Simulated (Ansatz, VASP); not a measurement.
## One calculation of ZnSnP2, two programs

```
Zn Sn P
1.0
    -2.85117    2.85117    5.71699
     2.85117   -2.85117    5.71699
     2.85117    2.85117   -5.71699
Zn Sn P
2 2 4
Cartesian
  0.0000 2.8512 2.8585
  0.0000 0.0000 0.0000
  2.8512 0.0000 2.8585
  0.0000 0.0000 5.7170
  1.2989 1.4256 1.4292
  -1.4256 1.5523 4.2877
  4.2768 1.2989 -1.4292
  1.5523 1.4256 7.1462
```

Alike in both runs: functional PBE; k mesh 8 × 8 × 8; occupations gaussian, width 0.02 eV; no spin polarisation.

Ansatz relaxed the structure, and its values are those at the end. VASP's run is a single point on that final structure, the one shown.

```csv
,VASP,Ansatz
version,VASP 6.6.1,Ansatz 0.2.0
potentials or method,"VASP PAW PBE potentials, release 64 (Zn, Sn_d, P), cutoff 500 eV","scalar-relativistic, plane waves, PAW"
valence electrons in the cell,72,72
```

Ansatz gave:

```
gap on the k mesh at the Fermi level (eV) : 0.68
least direct gap on the mesh (eV)         : 0.68
pressure (GPa)                            : 0.0
rms of the force components (eV/Å)        : 0.000
```

**Question.** Which values does VASP return?

**Answer.** gap on the k mesh at the Fermi level (eV): 0.69; least direct gap on the mesh (eV): 0.69; pressure (GPa): 0.0; rms of the force components (eV/Å): 0.009.
